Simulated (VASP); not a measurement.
Wanted: the native input for a VASP 6.6.1 run.

| Property | Result |
| --- | --- |
| Task | single point |
| Functional | PBE |
| Potentials or basis | VASP PAW PBE potentials, release 64 (Pd) |
| Cutoff | 520 eV |
| k mesh | 18 × 18 × 18 |
| Occupations | fermi-dirac, width 0.05 eV |
| Spin | no spin polarisation |
| Dipole correction | no |
| Further INCAR settings | ALGO = Normal; EDIFF = 1e-06; NBANDS = 11 |

The structure of Pd lies in POSCAR:

```
Pd
1.0
    0.0000000000      1.9704937245      1.9704937245
    1.9704937245      0.0000000000      1.9704937245
    1.9704937245      1.9704937245      0.0000000000
Pd
1
Direct
    0.0000000000      0.0000000000      0.0000000000
```

This cell differs from its parent crystal: volume scaled by 1.04.

One way to write it, as run:

INCAR

```
SYSTEM = Pd
ALGO = Normal
EDIFF = 1E-6
ENCUT = 520
GGA = PE
ISIF = 2
ISMEAR = -1
LASPH = .TRUE.
LCHARG = .FALSE.
LREAL = .FALSE.
LWAVE = .FALSE.
NBANDS = 11
NELM = 80
PREC = Accurate
SIGMA = 0.05
```

KPOINTS

```
k-points
0
G
  18 18 18
  0 0 0
```

Potentials or basis: VASP PAW PBE potentials, release 64 (Pd).

Run with:

```bash
$ cat potpaw_PBE.64/Pd/POTCAR > POTCAR
$ mpirun -np 1 vasp_std > vasp.out
```

Results of the run:

| Quantity | Value |
| --- | --- |
| Pressure | -0.1 GPa |
| Band gap on the k mesh | zero (band 5 reaches 9.44 eV, above the bottom of band 6 at 7.96 eV) |

It took 36 s on 1 thread of Intel Xeon 8259CL, with other jobs on the host, peak memory 0.16 GiB.
